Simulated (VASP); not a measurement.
Here is a VASP 6.6.1 calculation.

File INCAR:

```
SYSTEM = Zr
PREC = Accurate
ENCUT = 600
EDIFF = 1E-6
ISMEAR = -1
SIGMA = 0.05
LREAL = .FALSE.
LASPH = .TRUE.
NELM = 100
ALGO = Normal
ISIF = 3
LWAVE = .FALSE.
LCHARG = .FALSE.
GGA = PE
IBRION = 2
NSW = 80
EDIFFG = -0.005
PSTRESS = 200.0
```

The input KPOINTS:

```
regular mesh
0
G
  9 9 5
  0 0 0
```

POSCAR

```
Zr
1.0
    3.2320000000      0.0000000000      0.0000000000
   -1.6160000000      2.7989941050      0.0000000000
    0.0000000000      0.0000000000      5.1470000000
Zr
2
Direct
    0.6666666667      0.3333333333      0.7500000000
    0.3333333333      0.6666666667      0.2500000000
```

Potentials or basis: VASP PAW PBE potentials, release 64 (Zr_sv).

Launch:

```sh
$ cat potpaw_PBE.64/Zr_sv/POTCAR > POTCAR
$ mpirun -np 1 vasp_std > vasp.out
```

Question: What does it give for the space group after relaxing (to 0.1 Å)?

Answer: P6_3/mmc (No. 194).

Question: Estimate the relaxed cell.

Answer: a = 3.033 Å, b = 3.033 Å, c = 4.975 Å, α = 90.00°, β = 90.00°, γ = 120.00°.

Final structure:
```
Zr
1.0
     3.03279    0.00000    0.00000
    -1.51639    2.62647    0.00000
     0.00000    0.00000    4.97540
Zr
2
Direct
  0.66667 0.33333 0.75000
  0.33333 0.66667 0.25000
```
